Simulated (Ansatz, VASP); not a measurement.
**Two plane-wave programs on K3Zr2S**

File INCAR:

```
SYSTEM = K3Zr2S
PREC = Accurate
ENCUT = 520
EDIFF = 1E-6
ISMEAR = 0
SIGMA = 0.1
LREAL = .False.
LASPH = .True.
NELM = 150
ALGO = Normal
ISIF = 2
LWAVE = .False.
LCHARG = .False.
ISPIN = 2
MAGMOM = 0 0 0 1 1 0
LORBIT = 11
LMAXMIX = 4
GGA = PE
NBANDS = 42
```

Contents of KPOINTS:

```
Automatic mesh
0
Gamma
  6 6 2
  0 0 0
```

Contents of POSCAR:

```
K3Zr2S
1.0
    5.4894117422      0.0000000000      0.0000000000
   -2.7447058711      4.7539700206      0.0000000000
    0.0000000000      0.0000000000      7.9039428795
K Zr S
3 2 1
Direct
    0.3333333333      0.6666666667      0.5000000000
    0.6666666667      0.3333333333      0.0000000000
    0.6666666667      0.3333333333      0.5000000000
    0.0000000000      0.0000000000      0.1502881755
    0.0000000000      0.0000000000      0.8497118245
    0.3333333333      0.6666666667      0.0000000000
```

Input for Ansatz:

```yaml
crystal:
  lattice:
    - [5.4894117422, 0.0, 0.0]
    - [-2.7447058711, 4.7539700206, 0.0]
    - [0.0, 0.0, 7.9039428795]
  atoms:
    - { symbol: K, position: [0.3333333333, 0.6666666667, 0.5] }
    - { symbol: K, position: [0.6666666667, 0.3333333333, 0.0] }
    - { symbol: K, position: [0.6666666667, 0.3333333333, 0.5] }
    - { symbol: Zr, position: [0.0, 0.0, 0.1502881755], spin: 1.0 }
    - { symbol: Zr, position: [0.0, 0.0, 0.8497118245], spin: 1.0 }
    - { symbol: S, position: [0.3333333333, 0.6666666667, 0.0] }
basis:
  ecutwfc: 420
kpoints:
  mp_grid: { grid: [6, 6, 2] }
hamiltonian:
  xc: pbe
scf:
  occupations: { method: gaussian, width: 0.1 }
  lower_state_search: "off"
output:
  forces: true
  stress: true
  eigenvalues: true
  populations: true
magnetization:
  spin_polarized: true
```

Change from the starting cell: species swapped into the Eu2Ge3Au type (P-6m2, No. 187).

Alike in both runs: task single point; functional PBE; k mesh 6 × 6 × 2; occupations gaussian, width 0.1 eV; collinear spin.

|  | VASP | Ansatz |
| --- | --- | --- |
| version | VASP 6.6.1 | Ansatz 0.2.0 |
| potentials or method | VASP PAW PBE potentials, release 64 (K_sv, Zr_sv, S), cutoff 520 eV | scalar-relativistic, plane waves, PAW |
| valence electrons in the cell | 57 | 57 |

```csv
,VASP,Ansatz,Ansatz less VASP
gap on the k mesh at the Fermi level (eV),none,none,-
pressure (GPa),0.2,0.1,-0.07
"traceless stress, the component that is largest in VASP (GPa)",-0.22,-0.29,-0.072
rms of the force components (eV/Å),0.010,0.019,+0.0090
net moment per atom (μB),0.01,0.01,-0.001
size of the moment on the site where the two differ most (μB),0.13,0.09,-0.044
```

Site moments also hang on the region over which each program counts them. Atom by atom the forces differ by 0.029 eV/Å (rms over components). A gap of «none» marks a metal or a gap that the smearing closes. Ansatz's warnings: seeded moment not kept.

The k mesh is coarse, so the values compare programs but aren't converged.
